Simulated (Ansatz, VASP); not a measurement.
**One calculation of SiNi3, two programs**

INCAR

```
SYSTEM = SiNi3
PREC     = Accurate       ! precision mode
ENCUT    = 520            ! plane-wave cutoff, eV
EDIFF    = 1E-7           ! SCF threshold, eV
ISMEAR   = -1             ! smearing method
SIGMA    = 0.05           ! smearing width, eV
LREAL    = .FALSE.        ! projectors in reciprocal space
LASPH    = .TRUE.         ! aspherical terms in the spheres
NELM     = 150            ! most SCF steps
ALGO     = Normal         ! electronic algorithm
ISIF     = 2              ! what is computed and relaxed
LWAVE    = .FALSE.        ! write WAVECAR
LCHARG   = .TRUE.         ! write CHGCAR
ISPIN    = 2              ! spin polarisation
MAGMOM   = 1 1 1 0        ! initial moments
LORBIT   = 11             ! projections on sites
LMAXMIX  = 4              ! l up to which the mixer works
GGA      = PE             ! functional
LELF     = .TRUE.         ! ELF
LVHAR    = .TRUE.       
NBANDS   = 29             ! bands
```

The input KPOINTS:

```
regular mesh
0
G
  8 8 8
  0 0 0
```

The input POSCAR:

```
SiNi3
1.0
    3.4696939971      0.0000000000      0.0000000000
    0.0000000000      3.4696939971      0.0000000000
    0.0000000000      0.0000000000      3.4696939971
Ni Si
3 1
Direct
    0.5000000000      0.5000000000      0.0000000000
    0.5000000000      0.0000000000      0.5000000000
    0.0000000000      0.5000000000      0.5000000000
    0.0000000000      0.0000000000      0.0000000000
```

Contents of input.yaml:

```yaml
crystal:
  lattice:
    - [3.4696939971, 0.0, 0.0]
    - [0.0, 3.4696939971, 0.0]
    - [0.0, 0.0, 3.4696939971]
  atoms:
    - { symbol: Ni, position: [0.5, 0.5, 0.0], spin: 1.0 }
    - { symbol: Ni, position: [0.5, 0.0, 0.5], spin: 1.0 }
    - { symbol: Ni, position: [0.0, 0.5, 0.5], spin: 1.0 }
    - { symbol: Si, position: [0.0, 0.0, 0.0] }
kpoints:
  mp_grid: { grid: [8, 8, 8] }
scf:
  occupations: { method: fermi_dirac, width: 0.05 }
hamiltonian:
  xc: pbe
  pseudopotentials: { kind: all_electron, lapw: { basis_error: 0.001 } }
magnetization:
  spin_polarized: true
output:
  forces: true
  stress: true
  eigenvalues: true
```

Change from the starting cell: volume scaled by 0.94.

Alike in both runs: task single point; functional PBE; k mesh 8 × 8 × 8; occupations fermi-dirac, width 0.05 eV; collinear spin.

|  | VASP | Ansatz |
| --- | --- | --- |
| version | VASP 6.6.1 | Ansatz 0.2.0 |
| potentials or method | VASP PAW PBE potentials, release 64 (Ni, Si), cutoff 520 eV | all-electron LAPW, scalar-relativistic |

```tsv
	VASP	Ansatz	Ansatz less VASP
gap on the k mesh at the Fermi level (eV)	none	none	-
pressure (GPa)	7.2	7.2	+0.03
net moment per atom (μB)	0.00	0.00	0.000
```

A gap of «none» marks a metal or a gap that the smearing closes. Ansatz ran all-electron here, and VASP with PAW potentials.
